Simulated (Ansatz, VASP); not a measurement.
# One calculation of Ga3Sb, two programs

Contents of INCAR:

```
SYSTEM = Ga3Sb
PREC = Accurate ; ENCUT = 520
EDIFF = 1E-6 ; ISMEAR = 0
SIGMA = 0.15 ; LREAL = .FALSE.
LASPH = .TRUE. ; NELM = 80
ALGO = Fast ; ISIF = 2
LWAVE = .FALSE. ; LCHARG = .FALSE.
GGA = PE ; IVDW = 12
NBANDS = 30
```

The input KPOINTS:

```
Automatic mesh
0
G
  14 14 14
  0 0 0
```

File POSCAR:

```
Ga3Sb
1.0
   -2.2085368293      2.2085368293      4.4517476868
    2.2085368293     -2.2085368293      4.4517476868
    2.2085368293      2.2085368293     -4.4517476868
Ga Sb
3 1
Direct
    0.7500000000      0.2500000000      0.5000000000
    0.2500000000      0.7500000000      0.5000000000
    0.5000000000      0.5000000000      0.0000000000
    0.0000000000      0.0000000000      0.0000000000
```

Input for Ansatz:

```yaml
crystal:
  lattice:
    - [-2.2085368293, 2.2085368293, 4.4517476868]
    - [2.2085368293, -2.2085368293, 4.4517476868]
    - [2.2085368293, 2.2085368293, -4.4517476868]
  atoms:
    - { symbol: Ga, position: [0.75, 0.25, 0.5] }
    - { symbol: Ga, position: [0.25, 0.75, 0.5] }
    - { symbol: Ga, position: [0.5, 0.5, 0.0] }
    - { symbol: Sb, position: [0.0, 0.0, 0.0] }
basis:
  ecutwfc: 420
kpoints:
  mp_grid: { grid: [14, 14, 14] }
hamiltonian:
  xc: pbe
  pseudopotentials: { kind: paw, azcp: { folder: soft_1 } }
  dispersion: d3bj
scf:
  occupations: { method: gaussian, width: 0.15 }
output:
  forces: true
  stress: true
  eigenvalues: true
```

Alike in both runs: task single point; functional PBE; dispersion D3(BJ); k mesh 14 × 14 × 14; occupations gaussian, width 0.15 eV; no spin polarisation.

```csv
,VASP,Ansatz
version,VASP 6.6.1,Ansatz 0.2.0
potentials or method,"VASP PAW PBE potentials, release 64 (Ga_d, Sb), cutoff 520 eV","scalar-relativistic, plane waves, PAW"
valence electrons in the cell,44,54
```

VASP gave:

```
gap on the k mesh at the Fermi level (eV)                     : none
pressure (GPa)                                                : -1.9
traceless stress, the component that is largest in VASP (GPa) : -0.16
```

Task: Which values does Ansatz return?

Result: gap on the k mesh at the Fermi level (eV): none; pressure (GPa): -1.8; traceless stress, the component that is largest in VASP (GPa): -0.16.

A gap of «none» marks a metal or a gap that the smearing closes. VASP's potentials hold 44 valence electrons a cell and Ansatz's 54, so a difference there can come from the potentials and not from the codes.

Neither program's run includes spin-orbit coupling.
